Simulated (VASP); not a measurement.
A run of VASP 6.6.1 is set up as follows.

File INCAR:

```
SYSTEM = ZnO
PREC = Accurate
ENCUT = 520
EDIFF = 1E-6
ISMEAR = 0
SIGMA = 0.1
LREAL = .False.
LASPH = .True.
NELM = 100
ALGO = Normal
ISIF = 2
LWAVE = .False.
LCHARG = .False.
GGA = PE
NBANDS = 16
```

Contents of KPOINTS:

```
Automatic mesh
0
Gamma
  6 6 6
  0 0 0
```

File POSCAR:

```
ZnO
1.0
    2.7881406100      0.0000000000      0.0000000000
    0.0000000000      2.7881406100      0.0000000000
    0.0000000000      0.0000000000      3.1413051900
Zn O
1 1
Direct
    0.0000000000      0.0000000000      0.0000000000
    0.5000000000      0.5000000000      0.5000000000
```

Potentials or basis: VASP PAW PBE potentials, release 64 (Zn, O).

Run with:

```sh
$ cat potpaw_PBE.64/Zn/POTCAR potpaw_PBE.64/O/POTCAR > POTCAR
$ mpirun -np 1 vasp_std > vasp.out
```

Predict the pressure.

-20.2 GPa.

Estimate the band gap on the k mesh.

zero (band 9 reaches 1.59 eV, above the bottom of band 10 at 0.94 eV).

Stress tensor (GPa, compression positive):
```
-10.70   0.00   0.00
  0.00 -10.70   0.00
  0.00   0.00 -39.24
```

Caveat: the k points lie up to 0.38 Å⁻¹ apart.
